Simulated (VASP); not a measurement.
# TiAl (P1) in VASP: single point with PBE

Aim: the single point of TiAl with PBE.

All numbers are computed with VASP 6.6.1; they aren't measurements. Logs are shortened: lines on timing, memory, paths and dates and some standing lists are left out, and cuts for length are marked.

## (1) The cell of the first run

The typed cell holds 2 atoms: a = 2.921 Å, b = 2.932 Å, c = 4.811 Å, α = 90.96°, β = 90.03°, γ = 119.10°.

## (2) Single point, PBE (atoms moved at random and the cell strained at random)

Input file INCAR:

```
SYSTEM = TiAl
PREC     = Accurate       ! precision mode
ENCUT    = 520            ! plane-wave cutoff, eV
EDIFF    = 1E-6           ! SCF threshold, eV
ISMEAR   = 0              ! smearing method
SIGMA    = 0.1            ! smearing width, eV
LREAL    = .FALSE.        ! projectors in reciprocal space
LASPH    = .TRUE.         ! aspherical terms in the spheres
NELM     = 100            ! most SCF steps
ALGO     = Fast           ! electronic algorithm
ISIF     = 2              ! what is computed and relaxed
LWAVE    = .FALSE.        ! write WAVECAR
LCHARG   = .FALSE.        ! write CHGCAR
GGA      = PE             ! functional
NBANDS   = 14             ! bands
```

Input file KPOINTS:

```
Automatic mesh
0
G
  14 14 8
  0 0 0
```

Input file POSCAR:

```
TiAl
1.0
    2.9211667627      0.0200708356     -0.0005447798
   -1.4432015278      2.5518511427     -0.0245588294
   -0.0008888358     -0.0467808300      4.8107534339
Ti Al
1 1
Direct
   -0.0015616624      0.0627234603     -0.0366090127
    0.3348949924      0.6039432097      0.5366090127
```

Potentials or basis: VASP PAW PBE potentials, release 64 (Ti_sv, Al).

Launch:

```bash
$ cat potpaw_PBE.64/Ti_sv/POTCAR potpaw_PBE.64/Al/POTCAR > POTCAR
$ mpirun -np 1 vasp_std > vasp.out
```

OUTCAR:

```text
SYSTEM = TiAl
   PREC = Accurate
   ENCUT = 520
   EDIFF = 1E-6
   ISMEAR = 0
   LREAL = .FALSE.
   LASPH = .TRUE.
   NELM = 100
   ISIF = 2
   GGA = PE

 ion  position               nearest neighbor table
   1  0.998  0.063  0.963-   2 2.51   2 2.67   2 2.86   2 3.07
   2  0.335  0.604  0.537-   1 2.51   1 2.67   1 2.86   1 3.07

  LATTYP: Found a triclinic cell.
 ALAT       =     2.9664446884
 B/A-ratio  =     0.9847598965
 C/A-ratio  =     1.6218003265
 COS(alpha) =     0.0004380365
 COS(beta)  =     0.0169847203
 COS(gamma) =     0.5041745187

  Lattice vectors:

 A1 = (   1.4779652349,   2.5719219783,  -0.0251036092)
 A2 = (   2.9211667627,   0.0200708356,  -0.0005447798)
 A3 = (   0.0008888358,   0.0467808300,  -4.8107534339)

Analysis of symmetry for initial positions (statically):
=====================================================================
 Subroutine PRICEL returns:
 Original cell was already a primitive cell.

 Routine SETGRP: Setting up the symmetry group for a
 triclinic supercell.

 Subroutine GETGRP returns: Found  1 space group operations
 (whereof  1 operations were pure point group operations)
 out of a pool of  2 trial point group operations.

The static configuration has the point symmetry C_1 .

Analysis of symmetry for dynamics (positions and initial velocities):
=====================================================================
 Subroutine PRICEL returns:
 Original cell was already a primitive cell.

 Routine SETGRP: Setting up the symmetry group for a
 triclinic supercell.

 Subroutine GETGRP returns: Found  1 space group operations
 (whereof  1 operations were pure point group operations)
 out of a pool of  2 trial point group operations.

The dynamic configuration has the point symmetry C_1 .

 Subroutine INISYM returns: Found  1 space group operations
 (whereof  1 operations are pure point group operations),
 and found     1 'primitive' translations

----------------------------------------------------------------------------------------

                                     Primitive cell

  volume of cell :      35.9972

  direct lattice vectors                    reciprocal lattice vectors
     2.921166763  0.020070836 -0.000544780     0.341004125  0.192873822  0.001938552
    -1.443201528  2.551851143 -0.024558829    -0.002681611  0.390392331  0.003795766
    -0.000888836 -0.046780830  4.810753434     0.000024926  0.002014789  0.207887245

  length of vectors
     2.921235764  2.931787516  4.810980964     0.391775296  0.390419993  0.207897009

  position of ions in fractional coordinates (direct lattice)
     0.998438338  0.062723460  0.963390987
     0.334894992  0.603943210  0.536609013

  ion indices of the primitive-cell ions
   primitive index   ion index
                 1           1
                 2           2

----------------------------------------------------------------------------------------

 KPOINTS: Automatic mesh

Automatic generation of k-mesh.
 Grid dimensions read from file:
 generate k-points for:   14   14    8

 Generating k-lattice:

  Cartesian coordinates                     Fractional coordinates (reciprocal lattice)
     0.024357438  0.013776702  0.000138468     0.071428571 -0.000000000  0.000000000
    -0.000191544  0.027885166  0.000271126     0.000000000  0.071428571  0.000000000
     0.000003116  0.000251849  0.025985906     0.000000000  0.000000000  0.125000000

  Length of vectors
     0.027983950  0.027887142  0.025987126

  Shift w.r.t. Gamma in fractional coordinates (k-lattice)
     0.000000000  0.000000000  0.000000000

 Subroutine IBZKPT returns following result:
 ===========================================

 Found    788 irreducible k-points:

 Following reciprocal coordinates:
            Coordinates               Weight
  0.000000  0.000000  0.000000      1.000000
  0.071429 -0.000000  0.000000      2.000000
  0.142857  0.000000  0.000000      2.000000
  0.214286  0.000000 -0.000000      2.000000
  0.285714  0.000000  0.000000      2.000000
  0.357143 -0.000000  0.000000      2.000000
[... 16 lines left out ...]
 -0.000000  0.142857  0.000000      2.000000
  0.071429  0.142857  0.000000      2.000000
 [... further k-points ...]
   k-points           NKPTS =    788   k-points in BZ     NKDIM =    788   number of bands    NBANDS=     14
   number of dos      NEDOS =    301   number of ions     NIONS =      2
   total plane-waves  NPLWV =  20736
   dimension x,y,z NGX =    24 NGY =   24 NGZ =   36
   dimension x,y,z NGXF=    48 NGYF=   48 NGZF=   72
   ions per type =               1   1
   NGX,Y,Z   is equivalent  to a cutoff of  13.66, 13.61, 12.44 a.u.
   NGXF,Y,Z  is equivalent  to a cutoff of  27.32, 27.22, 24.88 a.u.
 SYSTEM =  TiAl
   PREC   = accura    normal or accurate (medium, high low for compatibility)
   ISTART =      0    job   : 0-new  1-cont  2-samecut
   ICHARG =      2    charge: 1-file 2-atom 10-const
   ISPIN  =      1    spin polarized calculation?
   LNONCOLLINEAR =      F non collinear calculations
   LSORBIT =      F    spin-orbit coupling
   LASPH  =      T    aspherical Exc in radial PAW
   ENCUT  =  520.0 eV  38.22 Ry    6.18 a.u.   5.43  5.45  8.95*2*pi/ulx,y,z
   NELM   =    100;   NELMIN=  2; NELMDL= -5     # of ELM steps
   EDIFF  = 0.1E-05   stopping-criterion for ELM
   LREAL  =      F    real-space projection
   EDIFFG = 0.1E-04   stopping-criterion for IOM
   NSW    =      0    number of steps for IOM
   IBRION =     -1    ionic relax: 0-MD 1-quasi-New 2-CG
   NFREE  =      0    steps in history (QN), initial steepest desc. (CG)
   ISIF   =      2    stress and relaxation
   ISYM   =      2    0-nonsym 1-usesym 2-fastsym
   POTIM  = 0.5000    time-step for ionic-motion
   TEBEG  =    0.0;   TEEND  =   0.0 temperature during run
   PSTRESS=    0.0 pullay stress
   NELECT =      15.0000    total number of electrons
   NUPDOWN=      -1.0000    fix difference up-down
   EMIN   =  10.00;   EMAX   =-10.00  energy-range for DOS
   EFERMI =   0.00;   METHOD = LEGACY
   ISMEAR =     0;   SIGMA  =   0.10  broadening in eV -4-tet -1-fermi 0-gaus
   EFERMI_NEDOS =   21; number of points for ismear=-14 and -15
   IALGO  =     68    algorithm
   IMIX   =      4    mixing-type and parameters
     AMIX     =   0.40;   BMIX     =  1.00
     AMIX_MAG =   1.60;   BMIX_MAG =  1.00
  volume/ion in A,a.u.               =      18.00       121.46
  Fermi-wavevector in a.u.,A,eV,Ry     =   1.222782  2.310724 20.343389  1.495197
  Thomas-Fermi vector in A             =   2.357917
   LORBIT       =      0    0 simple, 1 ext, 2 COOP (PROOUT), +10 PAW based schemes
   GGA     = PE    functional components
   LHFCALC =     F    Hartree Fock is set to
   AEXX    =    0.0000 exact exchange contribution
   IVDW    =     0    specifies the selected vdW correction
   LEPSILON=     F    determine dielectric tensor
   LRPA    =     F    only Hartree local field effects (RPA)
 non-spin polarized calculation
 RMM-DIIS sequential band-by-band and
 Gauss-broadening in eV      SIGMA  =   0.10
  energy-cutoff  :      520.00
  volume of cell :       36.00
 maximum number of plane-waves:       993
 NGX is ok and might be reduce to    24
   NGX = 11   NGY = 11   NGZ = 17

 number of electron      15.0000000 magnetization

 Free energy of the ion-electron system (eV)
  ---------------------------------------------------
  ext. energy  EPLUGINS =         0.00000000
  ---------------------------------------------------
  free energy    TOTEN  =       -11.57684449 eV

  energy without entropy =      -11.56353874  energy(sigma->0) =      -11.57019162

 E-fermi :   7.0637     XC(G=0): -10.5592

 val. band max:        7.0635483807   @ k =  -0.2143  -0.2143   0.3750
 cond. band min:       7.0642929768   @ k =  -0.0000   0.2857   0.2500
 fundamental gap:      0.0007445961
 Fermi energy:         7.0636931663

 k-point     1 :       0.0000    0.0000    0.0000
  band No.  band energies     occupation
      1     -49.5693      2.00000
      2     -25.8764      2.00000
      3     -25.5513      2.00000
      4     -25.5454      2.00000
      5      -1.4866      2.00000
      6       4.6518      2.00000
      7       5.6027      2.00000
      8       8.1124      0.00000
      9       8.2819      0.00000
     10       9.4158      0.00000
     11       9.6390      0.00000
     12      10.5089      0.00000
     13      19.0093      0.00000
     14      19.3693      0.00000

 k-point     2 :       0.0714   -0.0000    0.0000
  band No.  band energies     occupation
      1     -49.5659      2.00000
      2     -25.8729      2.00000
      3     -25.5736      2.00000
      4     -25.5513      2.00000
      5      -1.3675      2.00000
      6       4.7698      2.00000
      7       5.6269      2.00000
      8       8.0406      0.00000
      9       8.3351      0.00000
     10       9.4123      0.00000
     11       9.6349      0.00000
     12      10.5396      0.00000
     13      17.5312      0.00000
     14      18.3435      0.00000

 k-point     3 :       0.1429    0.0000    0.0000
  band No.  band energies     occupation
      1     -49.5562      2.00000
      2     -25.8629      2.00000
      3     -25.6378      2.00000
      4     -25.5658      2.00000
      5      -1.0132      2.00000
      6       5.0821      2.00000
      7       5.7111      2.00000
      8       7.7674      0.00000
      9       8.5855      0.00000
     10       9.3762      0.00000
     11       9.6600      0.00000
     12      10.6275      0.00000
     13      15.3431      0.00000
     14      17.4203      0.00000
[... 324 lines left out ...]
 k-point    23 :      -0.0000    0.1429    0.0000
  band No.  band energies     occupation
      1     -49.5565      2.00000
      2     -25.8631      2.00000
      3     -25.6318      2.00000
      4     -25.5702      2.00000
      5      -1.0154      2.00000
      6       5.0723      2.00000
      7       5.6934      2.00000
      8       7.7518      0.00000
      9       8.6114      0.00000
     10       9.4649      0.00000
     11       9.5927      0.00000
     12      10.6353      0.00000
     13      15.2106      0.00000
     14      17.4721      0.00000

 k-point    24 :       0.0714    0.1429    0.0000
  band No.  band energies     occupation
      1     -49.5482      2.00000
      2     -25.8546      2.00000
      3     -25.6812      2.00000
      4     -25.5886      2.00000
      5      -0.6715      2.00000
      6       5.2812      2.00000
      7       5.8098      2.00000
      8       7.5024      0.00000
      9       8.8867      0.00000
     10       9.3916      0.00000
     11       9.6955      0.00000
     12      10.7269      0.00000
     13      14.2545      0.00000
     14      15.6471      0.00000

 [... further k-points ...]

------------------------ aborting loop because EDIFF is reached ----------------------------------------

  FORCE on cell =-STRESS in cart. coord.  units (eV):
  Direction    XX          YY          ZZ          XY          YZ          ZX
  --------------------------------------------------------------------------------------
  -------------------------------------------------------------------------------------
  Total       -1.4627347      0.0143303      0.4564458      0.6189208     -0.5862781      0.1333744
  in kB      -65.1040484      0.6378204     20.3156922     27.5472010    -26.0943282      5.9362871
  external PRESSURE =     -14.7168453 kB  Pullay stress =       0.0000000 kB

 VOLUME and BASIS-vectors are now :
 -----------------------------------------------------------------------------
  energy-cutoff  :      520.00
  volume of cell :       36.00
      direct lattice vectors                 reciprocal lattice vectors
     2.921166763  0.020070836 -0.000544780     0.341004125  0.192873822  0.001938552
    -1.443201528  2.551851143 -0.024558829    -0.002681611  0.390392331  0.003795766
    -0.000888836 -0.046780830  4.810753434     0.000024926  0.002014789  0.207887245

 POSITION                                       TOTAL-FORCE (eV/Angst)
 -----------------------------------------------------------------------------------
      2.82523      0.13503      4.63255         0.056090     -0.701678      2.187500
      0.10620      1.52279      2.56648        -0.056090      0.701678     -2.187500
 -----------------------------------------------------------------------------------
    total drift:                               -0.000118      0.000030      0.003413

  FREE ENERGIE OF THE ION-ELECTRON SYSTEM (eV)
  ---------------------------------------------------
  free  energy   TOTEN  =       -11.5768444940 eV

  energy  without entropy=      -11.5635387387  energy(sigma->0) =      -11.57019162
```

It took 8.6 min on 1 thread of Intel Xeon Platinum 8488C (Sapphire Rapids), shared host; peak memory 0.5 GiB.

What came out:

```yaml
Free_energy: -11.5768 eV
Pressure: -1.5 GPa
Largest_force: 2.298 eV/Å
Band_gap_on_the_k_mesh: zero (an odd number of electrons rules out a gap without spin polarisation)
```

Forces on the atoms (eV/Å):
```
Ti   0.056 -0.702  2.188
Al  -0.056  0.702 -2.188
```

Levels at points of the mesh, in eV from the Fermi level:
| k point | band 5 | band 6 | band 7 | band 8 | band 9 | band 10 | band 11 | band 12 |
| --- | --- | --- | --- | --- | --- | --- | --- | --- |
| (0.00, 0.00, 0.00) | -8.55 | -2.41 | -1.46 | 1.05 | 1.22 | 2.35 | 2.58 | 3.45 |
| (0.50, 0.00, 0.00) | -3.56 | -3.08 | -1.06 | -0.94 | 1.86 | 3.56 | 3.70 | 4.03 |
| (0.00, 0.50, 0.00) | -3.52 | -3.16 | -1.22 | -0.92 | 1.93 | 3.56 | 3.68 | 4.44 |
| (0.50, 0.50, 0.00) | -3.54 | -2.94 | -0.91 | -0.80 | 1.67 | 3.61 | 3.69 | 3.85 |
| (0.00, 0.00, 0.50) | -7.79 | -4.95 | -0.38 | 1.06 | 1.23 | 2.30 | 2.52 | 6.33 |
| (0.50, 0.00, 0.50) | -3.59 | -2.60 | -1.45 | 0.45 | 0.99 | 1.73 | 2.63 | 3.57 |
| (0.00, 0.50, 0.50) | -3.67 | -2.61 | -1.39 | 0.28 | 0.97 | 1.78 | 2.67 | 3.57 |
| (0.50, 0.50, 0.50) | -3.43 | -2.54 | -1.49 | 0.78 | 1.08 | 1.52 | 2.56 | 3.61 |

Caveat: the cell differs from its parent crystal (atoms moved at random and the cell strained at random); the stress differs along the axes, from -7 to 2 GPa; forces of over 1 eV/Å act on the atoms, so gaps and moduli don't describe the material at rest.
